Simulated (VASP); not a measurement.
Crystal: Al3BN2.

```xyz
6
Lattice="-2.2191 2.2191 4.1391 2.2191 -2.2191 4.1391 2.2191 2.2191 -4.1391" Properties=species:S:1:pos:R:3 pbc="T T T"
Al    0.0000    2.2191    0.0000
Al    2.2191    0.0000    0.0000
Al    0.0000    0.0000    0.0000
B     0.0000    0.0000    4.1391
N     0.0000    0.0000    2.6691
N     0.0000    0.0000    5.6091
```

The cell was built from a structure type or drawn by symmetry, and may not be a known phase.

| Quantity | Value |
| --- | --- |
| Program | VASP 6.6.1 |
| Task | relaxation of cell and atoms |
| Functional | PBE |
| Potentials or basis | VASP PAW PBE potentials, release 64 (Al, B, N) |
| Cutoff | 600 eV |
| k mesh | 6 × 6 × 6 |
| Occupations | gaussian, width 0.1 eV |
| Spin | no spin polarisation |

At the start: pressure 14.3 GPa; volume 13.59 Å³/atom.

How do energy, volume and symmetry change on relaxing?

Over 22 steps the energy falls by 804.6 meV/atom and the volume is 15.38 Å³/atom (+13.2 %); space group I4/mmm (No. 139, to 0.1 Å) before and after.

Step by step:
| step | energy change (eV) | largest force (eV/Å) | pressure (GPa) | volume (Å³) |
| --- | --- | --- | --- | --- |
| 1 | 0.0000 | 3.9750 | 14.28 | 81.53 |
| 2 | 2.2952 | 31.0772 | 30.57 | 93.60 |
| 3 | -2.8875 | 3.3691 | 8.74 | 87.81 |
| 4 | -2.8951 | 3.9504 | 8.99 | 88.06 |
| 5 | -3.4714 | 1.9839 | -9.34 | 100.24 |
| 6 | -3.5478 | 0.7182 | -5.50 | 96.67 |
| 7 | -4.2530 | 2.3352 | -4.33 | 98.09 |
| 8 | -4.4028 | 4.4868 | -1.03 | 98.31 |
| 9 | -4.6476 | 2.7557 | -1.19 | 98.85 |
| 10 | -4.6615 | 0.5682 | 0.33 | 99.21 |
| 11 | -4.6891 | 1.7058 | -0.60 | 99.07 |
| 12 | -4.6893 | 1.6037 | -0.52 | 99.08 |
| 13 | -4.7380 | 1.0096 | -2.01 | 98.80 |
| 14 | -4.7549 | 0.4656 | -3.28 | 98.51 |
| 15 | -4.7758 | 0.2802 | -2.81 | 97.58 |
| 16 | -4.8109 | 0.2602 | -1.38 | 94.96 |
| 17 | -4.8146 | 0.5180 | -0.64 | 93.78 |
| 18 | -4.8201 | 0.0442 | 0.29 | 93.01 |
| 19 | -4.8201 | 0.0050 | 0.35 | 92.95 |
| 20 | -4.8236 | 0.0220 | 0.18 | 92.83 |
| 21 | -4.8270 | 0.0783 | -0.25 | 92.50 |
| 22 | -4.8274 | 0.0250 | -0.23 | 92.30 |

Final structure:
```xyz
6
Lattice="-2.6887 2.6887 3.1920 2.6887 -2.6887 3.1920 2.6887 2.6887 -3.1920" Properties=species:S:1:pos:R:3 pbc="T T T"
Al    2.6887    0.0000    3.1920
Al    0.0000    2.6887    3.1920
Al    0.0000    0.0000    6.3841
B     0.0000    0.0000    3.1920
N     0.0000    0.0000    1.8544
N     0.0000    0.0000    4.5297
```
